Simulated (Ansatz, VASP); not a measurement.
# SnO2 in VASP and in Ansatz

The input POSCAR:

```
SnO2
1.0
    5.1752560000      0.0000000000      0.0000000000
    0.0000000000      5.1752560000      0.0000000000
    0.0000000000      0.0000000000      5.1752560000
Sn O
4 8
Direct
    0.0000000000      0.5000000000      0.5000000000
    0.5000000000      0.5000000000      0.0000000000
    0.5000000000      0.0000000000      0.5000000000
    0.0000000000      0.0000000000      0.0000000000
    0.3389020000      0.1610980000      0.8389020000
    0.1610980000      0.8389020000      0.3389020000
    0.8389020000      0.3389020000      0.1610980000
    0.6610980000      0.6610980000      0.6610980000
    0.3389020000      0.3389020000      0.3389020000
    0.1610980000      0.6610980000      0.8389020000
    0.8389020000      0.1610980000      0.6610980000
    0.6610980000      0.8389020000      0.1610980000
```

INCAR.step1

```
SYSTEM = SnO2
PREC = Accurate
ENCUT = 520
ISMEAR = 0
SIGMA = 0.1
LREAL = .False.
LASPH = .True.
NELM = 80
NBANDS = 64
GGA = PE
ALGO = Normal
EDIFF = 1E-4
LWAVE = .True.
LCHARG = .False.
```

INCAR.step2

```
SYSTEM = SnO2
PREC = Accurate
ENCUT = 520
EDIFF = 1E-6
ISMEAR = 0
SIGMA = 0.1
LREAL = .False.
LASPH = .True.
NELM = 80
ALGO = Normal
ISIF = 2
LWAVE = .False.
LCHARG = .False.
METAGGA = R2SCAN
LMIXTAU = .True.
NBANDS = 64
ISTART = 1
```

File KPOINTS:

```
regular mesh
0
Gamma
  4 4 4
  0 0 0
```

Input for Ansatz:

```yaml
crystal:
  lattice:
    - [5.175256, 0.0, 0.0]
    - [0.0, 5.175256, 0.0]
    - [0.0, 0.0, 5.175256]
  atoms:
    - { symbol: Sn, position: [0.0, 0.5, 0.5] }
    - { symbol: Sn, position: [0.5, 0.5, 0.0] }
    - { symbol: Sn, position: [0.5, 0.0, 0.5] }
    - { symbol: Sn, position: [0.0, 0.0, 0.0] }
    - { symbol: O, position: [0.338902, 0.161098, 0.838902] }
    - { symbol: O, position: [0.161098, 0.838902, 0.338902] }
    - { symbol: O, position: [0.838902, 0.338902, 0.161098] }
    - { symbol: O, position: [0.661098, 0.661098, 0.661098] }
    - { symbol: O, position: [0.338902, 0.338902, 0.338902] }
    - { symbol: O, position: [0.161098, 0.661098, 0.838902] }
    - { symbol: O, position: [0.838902, 0.161098, 0.661098] }
    - { symbol: O, position: [0.661098, 0.838902, 0.161098] }
basis:
  ecutwfc: 500
kpoints:
  mp_grid: { grid: [4, 4, 4] }
hamiltonian:
  xc: r2scan
scf:
  occupations: { method: gaussian, width: 0.1 }
output:
  forces: true
  stress: true
  eigenvalues: true
```

Alike in both runs: task single point; functional r2SCAN; k mesh 4 × 4 × 4; occupations gaussian, width 0.1 eV; no spin polarisation.

```csv
,VASP,Ansatz
version,VASP 6.6.1,Ansatz 0.2.0
potentials or method,"VASP PAW PBE potentials, release 64 (Sn_d, O), cutoff 520 eV","scalar-relativistic, plane waves, PAW"
valence electrons in the cell,104,104
```

```tsv
	VASP	Ansatz	Ansatz less VASP
gap on the k mesh at the Fermi level (eV)	1.15	1.13	-0.020
least direct gap on the mesh (eV)	1.20	1.18	-0.021
pressure (GPa)	-8.1	-9.1	-0.94
rms of the force components (eV/Å)	0.005	0.008	+0.0024
```

VASP's potentials were made for PBE, not for r2SCAN. Atom by atom the forces differ by 0.002 eV/Å (rms over components).
